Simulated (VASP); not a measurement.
Write the native input for VASP 6.6.1 that does the following.

```
Task                   : single point
Functional             : PBEsol
Potentials or basis    : VASP PAW PBE potentials, release 64 (Ti_sv, C)
Cutoff                 : 600 eV
k mesh                 : 16 × 16 × 16
Occupations            : gaussian, width 0.1 eV
Spin                   : no spin polarisation
Dipole correction      : no
Further INCAR settings : ALGO = Normal; EDIFF = 1e-06; NBANDS = 15
```

The structure of TiC (a.f) lies in POSCAR:

```
TiC
1.0
    0.0000000000      2.1464557872      2.1464557872
    2.1464557872      0.0000000000      2.1464557872
    2.1464557872      2.1464557872      0.0000000000
Ti C
1 1
Direct
    0.0000000000      0.0000000000      0.0000000000
    0.5000000000      0.5000000000      0.5000000000
```

These files were run (other wordings do the same):

INCAR

```
SYSTEM = TiC
PREC = Accurate
ENCUT = 600
EDIFF = 1E-6
ISMEAR = 0
SIGMA = 0.1
LREAL = .FALSE.
LASPH = .TRUE.
NELM = 120
ALGO = Normal
ISIF = 2
LWAVE = .FALSE.
LCHARG = .FALSE.
GGA = PS
NBANDS = 15
GGA_COMPAT = .FALSE.
```

KPOINTS

```
Automatic mesh
0
G
  16 16 16
  0 0 0
```

Potentials or basis: VASP PAW PBE potentials, release 64 (Ti_sv, C).

Launch:

```console
$ cat potpaw_PBE.64/Ti_sv/POTCAR potpaw_PBE.64/C/POTCAR > POTCAR
$ mpirun -np 1 vasp_std > vasp.out
```

It gave:

| Property | Result |
| --- | --- |
| Pressure | 0.2 GPa |
| Band gap on the k mesh | zero (band 8 reaches 10.29 eV, above the bottom of band 9 at 9.21 eV) |

Caveat: the PAW data sets were made with another functional, which shifts forces and pressure a little.

It took 23 s on 1 thread of Intel(R) Xeon(R) Platinum 8488C (Sapphire Rapids), on a shared host, peak memory 0.18 GiB.
